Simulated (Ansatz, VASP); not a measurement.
## Two plane-wave programs on Si3Ge

```
Si Ge
1.0
     2.80253    0.00000    0.00000
    -1.40126    2.42706    0.00000
     0.00000    0.00000    9.30792
Si Ge
3 1
Direct
  0.33333 0.66667 0.76775
  0.33333 0.66667 0.23225
  0.66667 0.33333 0.00000
  0.66667 0.33333 0.50000
```

Alike in both runs: functional PBE; k mesh 18 × 18 × 6; occupations gaussian, width 0.1 eV; no spin polarisation.

Ansatz relaxed the structure, and its values are those at the end. VASP's run is a single point on that final structure, the one shown.

|  | VASP | Ansatz |
| --- | --- | --- |
| version | VASP 6.6.1 | Ansatz 0.2.0 |
| potentials or method | VASP PAW PBE potentials, release 64 (Si, Ge_d), cutoff 500 eV | scalar-relativistic, plane waves, PAW |
| valence electrons in the cell | 26 | 26 |

```csv
,VASP,Ansatz,Ansatz less VASP
gap on the k mesh at the Fermi level (eV),none,none,-
pressure (GPa),-0.1,0.0,+0.10
```

A gap of «none» marks a metal or a gap that the smearing closes.
